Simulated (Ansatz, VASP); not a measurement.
One calculation of B3P, two programs

```
B P
1.0
     2.88622    0.00000    0.00000
    -1.44311    2.49954    0.00000
     0.00000    0.00000    4.76686
B P
3 1
Cartesian
  0.0000 0.0000 2.3834
  1.4431 0.8332 1.5829
  1.4431 0.8332 3.1840
  0.0000 0.0000 0.0000
```

Change from the starting cell: species swapped into the TbZr3 type (P-6m2, No. 187).

Alike in both runs: functional PBE; k mesh 6 × 6 × 4; occupations gaussian, width 0.1 eV; no spin polarisation.

Ansatz relaxed the structure, and its values are those at the end. VASP's run is a single point on that final structure, the one shown.

```csv
,VASP,Ansatz
version,VASP 6.6.1,Ansatz 0.2.0
potentials or method,"VASP PAW PBE potentials, release 64 (B, P), cutoff 500 eV","scalar-relativistic, plane waves, PAW"
valence electrons in the cell,14,14
```

Ansatz gave:

* gap on the k mesh at the Fermi level (eV): none
* pressure (GPa): 0.0
* rms of the force components (eV/Å): 0.001

Q: Estimate VASP's values.

A: gap on the k mesh at the Fermi level (eV): none; pressure (GPa): 0.0; rms of the force components (eV/Å): 0.010.

A gap of «none» marks a metal or a gap that the smearing closes.

The k mesh is coarse, so the values compare programs but aren't converged.
